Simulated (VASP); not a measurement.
# LaHg2 (P6/mmm) in VASP: notebook

LaHg2 is run at these levels: LDA; tasks: electric field gradients.

Everything below comes from runs of VASP 6.6.1. Logs are shortened: lines on timing, memory, paths and dates and some standing lists are left out, and cuts for length are marked.

## (1) The cell of the first run

The structure is hexagonal, space group P6/mmm (No. 191). The conventional cell has a = 4.925 Å, b = 4.925 Å, c = 3.616 Å, α = 90.00°, β = 90.00°, γ = 120.00°. Within 4.4 Å of La (site symmetry 6/mmm) lie 12 Hg at 3.37 Å and 2 La at 3.62 Å. Hg (site symmetry -6m2) has 5 Hg at 2.84 to 3.62 Å and 6 La at 3.37 Å within 3.7 Å.

## (2) Electric field gradients, LDA (25.31 Å³/atom)

Input file INCAR:

```
PREC = Accurate
ENCUT = 520
EDIFF = 1E-8
ISMEAR = -1
SIGMA = 0.08
LREAL = False
LASPH = True
NELM = 100
ALGO = Normal
ISIF = 2
LWAVE = False
LCHARG = False
LEFG = True
NBANDS = 24
```

Input file KPOINTS:

```
regular mesh
0
Gamma
  8 8 9
```

Input file POSCAR:

```
LaHg2
1.0
    4.9247221298      0.0000000000      0.0000000000
   -2.4623610649      4.2649344710      0.0000000000
    0.0000000000      0.0000000000      3.6155697337
La Hg
1 2
Direct
    0.0000000000      0.0000000000      0.0000000000
    0.3333333333      0.6666666667      0.5000000000
    0.6666666667      0.3333333333      0.5000000000
```

Potentials or basis: VASP PAW LDA potentials, release 64 (La, Hg).

Run with:

```bash
> cat potpaw_LDA.64/La/POTCAR potpaw_LDA.64/Hg/POTCAR > POTCAR
> mpirun -np 1 vasp_std > vasp.out
```

OUTCAR:

```text
PREC = Accurate
   ENCUT = 520
   EDIFF = 1E-8
   ISMEAR = -1
   LREAL = False
   LASPH = True
   NELM = 100
   ISIF = 2

 ion  position               nearest neighbor table
   1  0.000  0.000  0.000-   2 3.37   3 3.37   2 3.37   3 3.37   3 3.37   3 3.37   2 3.37   2 3.37
                             3 3.37   3 3.37   2 3.37   2 3.37
   2  0.333  0.667  0.500-   3 2.84   3 2.84   3 2.84   1 3.37   1 3.37   1 3.37   1 3.37   1 3.37
                             1 3.37
   3  0.667  0.333  0.500-   2 2.84   2 2.84   2 2.84   1 3.37   1 3.37   1 3.37   1 3.37   1 3.37
                             1 3.37

  LATTYP: Found a hexagonal cell.
 ALAT       =     4.9247221298
 C/A-ratio  =     0.7341672562

  Lattice vectors:

 A1 = (   4.9247221298,   0.0000000000,   0.0000000000)
 A2 = (  -2.4623610649,   4.2649344710,   0.0000000000)
 A3 = (   0.0000000000,   0.0000000000,   3.6155697337)

Analysis of symmetry for initial positions (statically):
=====================================================================
 Subroutine PRICEL returns:
 Original cell was already a primitive cell.

 Routine SETGRP: Setting up the symmetry group for a
 hexagonal supercell.

 Subroutine GETGRP returns: Found 24 space group operations
 (whereof 24 operations were pure point group operations)
 out of a pool of 24 trial point group operations.

The static configuration has the point symmetry D_6h.

Analysis of symmetry for dynamics (positions and initial velocities):
=====================================================================
 Subroutine PRICEL returns:
 Original cell was already a primitive cell.

 Routine SETGRP: Setting up the symmetry group for a
 hexagonal supercell.

 Subroutine GETGRP returns: Found 24 space group operations
 (whereof 24 operations were pure point group operations)
 out of a pool of 24 trial point group operations.

The dynamic configuration has the point symmetry D_6h.

 Subroutine INISYM returns: Found 24 space group operations
 (whereof 24 operations are pure point group operations),
 and found     1 'primitive' translations

----------------------------------------------------------------------------------------

                                     Primitive cell

  volume of cell :      75.9400

  direct lattice vectors                    reciprocal lattice vectors
     4.924722130  0.000000000  0.000000000     0.203057142  0.117235095  0.000000000
    -2.462361065  4.264934471  0.000000000     0.000000000  0.234470191  0.000000000
     0.000000000  0.000000000  3.615569734     0.000000000  0.000000000  0.276581583

  length of vectors
     4.924722130  4.924722130  3.615569734     0.234470191  0.234470191  0.276581583

  position of ions in fractional coordinates (direct lattice)
     0.000000000  0.000000000  0.000000000
     0.333333333  0.666666667  0.500000000
     0.666666667  0.333333333  0.500000000

  ion indices of the primitive-cell ions
   primitive index   ion index
                 1           1
                 2           2
                 3           3

----------------------------------------------------------------------------------------

 KPOINTS: regular mesh

Automatic generation of k-mesh.
 Grid dimensions read from file:
 generate k-points for:    8    8    9

 Generating k-lattice:

  Cartesian coordinates                     Fractional coordinates (reciprocal lattice)
     0.025382143  0.014654387  0.000000000     0.125000000  0.000000000  0.000000000
     0.000000000  0.029308774  0.000000000     0.000000000  0.125000000  0.000000000
     0.000000000  0.000000000  0.030731287     0.000000000  0.000000000  0.111111111

  Length of vectors
     0.029308774  0.029308774  0.030731287

  Shift w.r.t. Gamma in fractional coordinates (k-lattice)
     0.000000000  0.000000000  0.000000000

 Subroutine IBZKPT returns following result:
 ===========================================

 Found     50 irreducible k-points:

 Following reciprocal coordinates:
            Coordinates               Weight
  0.000000  0.000000  0.000000      1.000000
  0.125000  0.000000  0.000000      6.000000
  0.250000  0.000000  0.000000      6.000000
  0.375000  0.000000  0.000000      6.000000
  0.500000  0.000000  0.000000      3.000000
  0.125000  0.125000  0.000000      6.000000
[... 16 lines left out ...]
  0.250000  0.000000  0.222222     12.000000
  0.375000  0.000000  0.222222     12.000000
 [... further k-points ...]
   k-points           NKPTS =     50   k-points in BZ     NKDIM =     50   number of bands    NBANDS=     24
   number of dos      NEDOS =    301   number of ions     NIONS =      3
   total plane-waves  NPLWV =  44800
   dimension x,y,z NGX =    40 NGY =   40 NGZ =   28
   dimension x,y,z NGXF=    80 NGYF=   80 NGZF=   56
   ions per type =               1   2
   NGX,Y,Z   is equivalent  to a cutoff of  13.50, 13.50, 12.87 a.u.
   NGXF,Y,Z  is equivalent  to a cutoff of  27.01, 27.01, 25.75 a.u.
 SYSTEM =  unknown system
   PREC   = accura    normal or accurate (medium, high low for compatibility)
   ISTART =      0    job   : 0-new  1-cont  2-samecut
   ICHARG =      2    charge: 1-file 2-atom 10-const
   ISPIN  =      1    spin polarized calculation?
   LNONCOLLINEAR =      F non collinear calculations
   LSORBIT =      F    spin-orbit coupling
   LASPH  =      T    aspherical Exc in radial PAW
   ENCUT  =  520.0 eV  38.22 Ry    6.18 a.u.   9.16  9.16  6.72*2*pi/ulx,y,z
   NELM   =    100;   NELMIN=  2; NELMDL= -5     # of ELM steps
   EDIFF  = 0.1E-07   stopping-criterion for ELM
   LREAL  =      F    real-space projection
   EDIFFG = 0.1E-06   stopping-criterion for IOM
   NSW    =      0    number of steps for IOM
   IBRION =     -1    ionic relax: 0-MD 1-quasi-New 2-CG
   NFREE  =      0    steps in history (QN), initial steepest desc. (CG)
   ISIF   =      2    stress and relaxation
   ISYM   =      2    0-nonsym 1-usesym 2-fastsym
   POTIM  = 0.5000    time-step for ionic-motion
   TEBEG  =    0.0;   TEEND  =   0.0 temperature during run
   PSTRESS=    0.0 pullay stress
   NELECT =      35.0000    total number of electrons
   NUPDOWN=      -1.0000    fix difference up-down
   EMIN   =  10.00;   EMAX   =-10.00  energy-range for DOS
   EFERMI =   0.00;   METHOD = LEGACY
   ISMEAR =    -1;   SIGMA  =   0.08  broadening in eV -4-tet -1-fermi 0-gaus
   EFERMI_NEDOS =   21; number of points for ismear=-14 and -15
   IALGO  =     38    algorithm
   IMIX   =      4    mixing-type and parameters
     AMIX     =   0.40;   BMIX     =  1.00
     AMIX_MAG =   1.60;   BMIX_MAG =  1.00
  volume/ion in A,a.u.               =      25.31       170.82
  Fermi-wavevector in a.u.,A,eV,Ry     =   1.264563  2.389678 21.757352  1.599120
  Thomas-Fermi vector in A             =   2.397862
   LORBIT       =      0    0 simple, 1 ext, 2 COOP (PROOUT), +10 PAW based schemes
   GGA     = CA    functional components
   LHFCALC =     F    Hartree Fock is set to
   AEXX    =    0.0000 exact exchange contribution
   IVDW    =     0    specifies the selected vdW correction
   LEPSILON=     F    determine dielectric tensor
   LRPA    =     F    only Hartree local field effects (RPA)
 non-spin polarized calculation
  energy-cutoff  :      520.00
  volume of cell :       75.94
 maximum number of plane-waves:      2071
 NGX is ok and might be reduce to    40
   NGX = 19   NGY = 19   NGZ = 13

 number of electron      35.0000000 magnetization

 Free energy of the ion-electron system (eV)
  ---------------------------------------------------
  ext. energy  EPLUGINS =         0.00000000
  ---------------------------------------------------
  free energy    TOTEN  =        -9.36794559 eV

  energy without entropy =       -9.31522983  energy(sigma->0) =       -9.34158771

 E-fermi :   5.9830     XC(G=0): -11.0504

 val. band max:        5.9475565073   @ k =   0.1250   0.1250   0.3333
 cond. band min:       6.0066704337   @ k =   0.2500   0.1250   0.3333
 fundamental gap:      0.0591139264
 Fermi energy:         5.9829919281

 k-point     1 :       0.0000    0.0000    0.0000
  band No.  band energies     occupation
      1     -26.9062      2.00000
      2     -10.6881      2.00000
      3     -10.6881      2.00000
      4     -10.2020      2.00000
      5      -2.7488      2.00000
      6      -1.8865      2.00000
[... 637 lines left out ...]
     23       7.6514      0.00000
     24       7.6912      0.00000

 [... further k-points ...]

------------------------ aborting loop because EDIFF is reached ----------------------------------------

  FORCE on cell =-STRESS in cart. coord.  units (eV):
  Direction    XX          YY          ZZ          XY          YZ          ZX
  --------------------------------------------------------------------------------------
  -------------------------------------------------------------------------------------
  Total       -0.2634893     -0.2634893     -1.2184356      0.0000000      0.0000000      0.0000000
  in kB       -5.5590772     -5.5590772    -25.7064634      0.0000000      0.0000000      0.0000000
  external PRESSURE =     -12.2748726 kB  Pullay stress =       0.0000000 kB

 VOLUME and BASIS-vectors are now :
 -----------------------------------------------------------------------------
  energy-cutoff  :      520.00
  volume of cell :       75.94
      direct lattice vectors                 reciprocal lattice vectors
     4.924722130  0.000000000  0.000000000     0.203057142  0.117235095  0.000000000
    -2.462361065  4.264934471  0.000000000     0.000000000  0.234470191  0.000000000
     0.000000000  0.000000000  3.615569734     0.000000000  0.000000000  0.276581583

 POSITION                                       TOTAL-FORCE (eV/Angst)
 -----------------------------------------------------------------------------------
      0.00000      0.00000      0.00000        -0.000000      0.000000     -0.000000
     -0.00000      2.84329      1.80778        -0.000000      0.000000      0.000000
      2.46236      1.42164      1.80778         0.000000     -0.000000     -0.000000
 -----------------------------------------------------------------------------------
    total drift:                                0.000000      0.000000      0.000000

  FREE ENERGIE OF THE ION-ELECTRON SYSTEM (eV)
  ---------------------------------------------------
  free  energy   TOTEN  =        -9.3679455871 eV

  energy  without entropy=       -9.3152298285  energy(sigma->0) =       -9.34158771

 Electric field gradients (V/A^2)
---------------------------------------------------------------------
 ion       V_xx      V_yy      V_zz      V_xy      V_xz      V_yz
---------------------------------------------------------------------
   1     -40.995   -40.995    81.990     0.000    -0.000     0.000
   2    -162.003  -162.002   324.005     0.000     0.000    -0.000
   3    -162.003  -162.002   324.005     0.000     0.000    -0.000
---------------------------------------------------------------------

 Electric field gradients after diagonalization (V/A^2)
 (convention: |V_zz| > |V_xx| > |V_yy|)
----------------------------------------------------------------------
 ion       V_xx      V_yy      V_zz     asymmetry (V_yy - V_xx)/ V_zz
----------------------------------------------------------------------
   1     -40.996   -40.995    81.990       0.000
   2    -162.003  -162.002   324.005       0.000
   3    -162.003  -162.002   324.005       0.000
----------------------------------------------------------------------

           NMR quadrupolar parameters

 Cq : quadrupolar parameter    Cq=e*Q*V_zz/h
 eta: asymmetry parameters     (V_yy - V_xx)/ V_zz
 Q  : nuclear electric quadrupole moment in mb (millibarn)
----------------------------------------------------------------------
 ion       Cq(MHz)       eta       Q (mb)
----------------------------------------------------------------------
   1       0.198       0.000       1.000
   2       0.783       0.000       1.000
   3       0.783       0.000       1.000
----------------------------------------------------------------------
```

It took 58 s on 1 thread of Intel Xeon 6975P-C (Granite Rapids), shared host; peak memory 0.24 GiB.

What came out:

| Item | Value |
| --- | --- |
| Free energy | -9.3679 eV |
| Pressure | -1.2 GPa |
| Band gap on the k mesh | zero (an odd number of electrons rules out a gap without spin polarisation) |
| Largest electric field gradient by atom | La +82.0; Hg +324.0 V/Å² |

Electric field gradients, principal values (V/Å²):
| atom | least | middle | greatest (by size) |
| --- | --- | --- | --- |
| 1 La | -40.995 | -40.996 | 81.990 |
| 2 Hg | -162.002 | -162.003 | 324.005 |
| 3 Hg | -162.002 | -162.003 | 324.005 |

Caveat: without QUAD_EFG the Cq values of the log hold for a quadrupole moment of 1 mb, not for the nuclei; spin-orbit coupling is left out, which moves the levels of the heavy elements.

## (3) Electric field gradients, LDA (26.09 Å³/atom)

This run uses another cell than the first one, of 26.09 Å³/atom.

Input file INCAR:

```
PREC     = Accurate       # precision mode
ENCUT    = 520            # plane-wave cutoff, eV
EDIFF    = 1E-8           # SCF threshold, eV
ISMEAR   = -1             # smearing method
SIGMA    = 0.08           # smearing width, eV
LREAL    = False          # projectors in reciprocal space
LASPH    = True           # aspherical terms in the spheres
NELM     = 60             # most SCF steps
ALGO     = Normal         # electronic algorithm
ISIF     = 2              # what is computed and relaxed
LWAVE    = False          # write WAVECAR
LCHARG   = False          # write CHGCAR
LEFG     = True         
NBANDS   = 24             # bands
```

Input file KPOINTS:

```
Automatic mesh
0
Gamma
  8 8 9
```

Input file POSCAR:

```
LaHg2
1.0
    4.9744701648      0.0000000000      0.0000000000
   -2.4872350825      4.3080175332      0.0000000000
    0.0000000000      0.0000000000      3.6520931121
La Hg
1 2
Direct
    0.0000000000      0.0000000000      0.0000000000
    0.3333333333      0.6666666667      0.5000000000
    0.6666666667      0.3333333333      0.5000000000
```

Potentials or basis: VASP PAW LDA potentials, release 64 (La, Hg).

Run with:

```bash
> cat potpaw_LDA.64/La/POTCAR potpaw_LDA.64/Hg/POTCAR > POTCAR
> mpirun -np 1 vasp_std > vasp.out
```

OUTCAR:

```text
PREC = Accurate
   ENCUT = 520
   EDIFF = 1E-8
   ISMEAR = -1
   LREAL = False
   LASPH = True
   NELM = 60
   ISIF = 2

 ion  position               nearest neighbor table
   1  0.000  0.000  0.000-   2 3.40   3 3.40   2 3.40   3 3.40   3 3.40   3 3.40   2 3.40   2 3.40
                             3 3.40   3 3.40   2 3.40   2 3.40
   2  0.333  0.667  0.500-   3 2.87   3 2.87   3 2.87   1 3.40   1 3.40   1 3.40   1 3.40   1 3.40
                             1 3.40
   3  0.667  0.333  0.500-   2 2.87   2 2.87   2 2.87   1 3.40   1 3.40   1 3.40   1 3.40   1 3.40
                             1 3.40

  LATTYP: Found a hexagonal cell.
 ALAT       =     4.9744701648
 C/A-ratio  =     0.7341672562

  Lattice vectors:

 A1 = (   4.9744701648,   0.0000000000,   0.0000000000)
 A2 = (  -2.4872350825,   4.3080175332,   0.0000000000)
 A3 = (   0.0000000000,   0.0000000000,   3.6520931121)

Analysis of symmetry for initial positions (statically):
[... 849 lines left out ...]
     0.000000000  0.000000000  3.652093112     0.000000000  0.000000000  0.273815582

 POSITION                                       TOTAL-FORCE (eV/Angst)
 -----------------------------------------------------------------------------------
      0.00000      0.00000      0.00000         0.000000      0.000000     -0.000000
     -0.00000      2.87201      1.82605        -0.000000      0.000000      0.000000
      2.48724      1.43601      1.82605         0.000000      0.000000     -0.000000
 -----------------------------------------------------------------------------------
    total drift:                               -0.000000      0.000000      0.000000

  FREE ENERGIE OF THE ION-ELECTRON SYSTEM (eV)
  ---------------------------------------------------
  free  energy   TOTEN  =        -9.3364476183 eV

  energy  without entropy=       -9.2830585905  energy(sigma->0) =       -9.30975310

 Electric field gradients (V/A^2)
---------------------------------------------------------------------
 ion       V_xx      V_yy      V_zz      V_xy      V_xz      V_yz
---------------------------------------------------------------------
   1     -35.037   -35.037    70.074     0.000    -0.000     0.000
   2    -154.914  -154.914   309.827     0.000     0.000    -0.000
   3    -154.914  -154.914   309.827     0.000     0.000     0.000
---------------------------------------------------------------------

 Electric field gradients after diagonalization (V/A^2)
 (convention: |V_zz| > |V_xx| > |V_yy|)
----------------------------------------------------------------------
 ion       V_xx      V_yy      V_zz     asymmetry (V_yy - V_xx)/ V_zz
----------------------------------------------------------------------
   1     -35.038   -35.037    70.074       0.000
   2    -154.914  -154.914   309.827       0.000
   3    -154.914  -154.914   309.827       0.000
----------------------------------------------------------------------

           NMR quadrupolar parameters

 Cq : quadrupolar parameter    Cq=e*Q*V_zz/h
 eta: asymmetry parameters     (V_yy - V_xx)/ V_zz
 Q  : nuclear electric quadrupole moment in mb (millibarn)
----------------------------------------------------------------------
 ion       Cq(MHz)       eta       Q (mb)
----------------------------------------------------------------------
   1       0.169       0.000       1.000
   2       0.749       0.000       1.000
   3       0.749       0.000       1.000
----------------------------------------------------------------------
```

stdout:

```text
POSCAR found type information on POSCAR LaHg
 POSCAR found :  2 types and       3 ions
 scaLAPACK will be used
 LDA part: xc-table for (Slater(with rela. corr.)+CA(PZ))
 , standard interpolation
 POSCAR, INCAR and KPOINTS ok, starting setup
 FFT: planning ... GRIDC
 FFT: planning ... GRID_SOFT
 FFT: planning ... GRID
 WAVECAR not read
 entering main loop
ion   1

ion   2

ion   3
```

Wall time 59 s (1 thread of Intel Xeon 6975P-C (Granite Rapids), shared host); peak memory 0.24 GiB.

Results:

```
Free energy                             : -9.3364 eV
Pressure                                : -3.2 GPa
Band gap on the k mesh                  : zero (an odd number of electrons rules out a gap without spin polarisation)
Largest electric field gradient by atom : La +70.1; Hg +309.8 V/Å²
```

Levels at points of the mesh, in eV from the Fermi level:
```
           k point  band 13  band 14  band 15  band 16  band 17  band 18  band 19  band 20  band 21  band 22
(0.00, 0.00, 0.00)    -7.15    -6.81    -6.81    -1.01    -1.01    -0.48    -0.20     1.36     1.36     1.51
(0.50, 0.00, 0.00)    -6.68    -6.59    -5.33    -5.14    -0.43    -0.10     1.36     1.41     1.54     1.54
```

Electric field gradients, principal values (V/Å²):
```tsv
atom	least	middle	greatest (by size)
1 La	-35.037	-35.038	70.074
2 Hg	-154.914	-154.914	309.827
3 Hg	-154.914	-154.914	309.827
```

Caveat: the cell stands under tension; without QUAD_EFG the Cq values of the log hold for a quadrupole moment of 1 mb, not for the nuclei; spin-orbit coupling is left out, which moves the levels of the heavy elements.
